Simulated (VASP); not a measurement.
Runs of VASP 6.6.1 on CsSnBr3. The structure is that of space group Pm-3m (No. 221), or close to it. The cells are those of the table. 

```csv
level,cell,cutoff (eV),gap on the mesh (eV),pressure (GPa)
r2SCAN,"a = 5.841 Å, 5 atoms",550,0.69,0.0
PBE,"a = 5.787 Å, 5 atoms",500,0.35,1.4
r2SCAN,"a = 5.899 Å, 5 atoms",550,0.85,-0.6
r2SCAN,"a = 5.956 Å, 5 atoms",550,0.99,-1.1
r2SCAN,"a = 5.782 Å, 5 atoms",550,0.51,0.7
r2SCAN,"a = 5.722 Å, 5 atoms",550,0.32,1.6
PBE,"a = 5.966 Å, 5 atoms",500,(a),(b)
PBE,"a = 5.848 Å, 5 atoms",500,0.52,0.7
PBE,"a = 5.841 Å, 5 atoms",500,0.50,0.7
PBE,"a = 6.023 Å, 5 atoms",500,0.93,-1.0
PBE,"a = 5.907 Å, 5 atoms",500,0.67,0.0
```

Alike in all rows: task single point; potentials or basis VASP PAW PBE potentials, release 64 (Cs_sv, Sn_d, Br); no spin polarisation; k mesh 4 × 4 × 4; smearing gaussian 0.01 eV.

Question: Fill in the values left out.

Answer: (a) 0.81; (b) -0.5.

Caveats: spin-orbit coupling is left out, which moves the levels of the heavy elements; semilocal functionals underestimate gaps, and a narrow one can read as zero (at least some runs); the PAW data sets were made with another functional, which shifts forces and pressure a little (at least some runs).

A k mesh can miss the band edges, and the runs leave out spin-orbit coupling on Br, Cs, Sn.
